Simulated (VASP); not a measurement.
A run of VASP 6.6.1:

INCAR

```
SYSTEM = ZnF2
PREC     = Accurate       ! precision mode
ENCUT    = 600            ! plane-wave cutoff, eV
EDIFF    = 1E-6           ! SCF threshold, eV
ISMEAR   = 0              ! smearing method
SIGMA    = 0.01           ! smearing width, eV
LREAL    = .FALSE.        ! projectors in reciprocal space
LASPH    = .TRUE.         ! aspherical terms in the spheres
NELM     = 120            ! most SCF steps
ALGO     = Normal         ! electronic algorithm
ISIF     = 2              ! what is computed and relaxed
LWAVE    = .FALSE.        ! write WAVECAR
LCHARG   = .FALSE.        ! write CHGCAR
GGA      = PE             ! functional
NBANDS   = 35             ! bands
GGA_COMPAT= .FALSE.
```

KPOINTS

```
Automatic mesh
0
G
  4 4 6
  0 0 0
```

File POSCAR:

```
ZnF2
1.0
    4.5424344567      0.0000000000      0.0000000000
    0.0000000000      4.5424344567      0.0000000000
    0.0000000000      0.0000000000      3.0256506335
Zn F
2 4
Direct
    0.0000000000      0.0000000000      0.0000000000
    0.5000000000      0.5000000000      0.5000000000
    0.3024000000      0.3024000000      0.0000000000
    0.1976000000      0.8024000000      0.5000000000
    0.6976000000      0.6976000000      0.0000000000
    0.8024000000      0.1976000000      0.5000000000
```

Potentials or basis: VASP PAW PBE potentials, release 64 (Zn, F).

Run with:

```console
$ cat potpaw_PBE.64/Zn/POTCAR potpaw_PBE.64/F/POTCAR > POTCAR
$ mpirun -np 1 vasp_std > vasp.out
```

Hardware: 1 thread of Intel(R) Xeon(R) Platinum 8559C (Emerald Rapids), on a shared host.

Question: How long does it take, and how much memory?

Answer: It took 23 s on 1 thread of Intel(R) Xeon(R) Platinum 8559C (Emerald Rapids), with other jobs on the host, peak memory 0.2 GiB. Counts: scf iterations 15, k points 24.
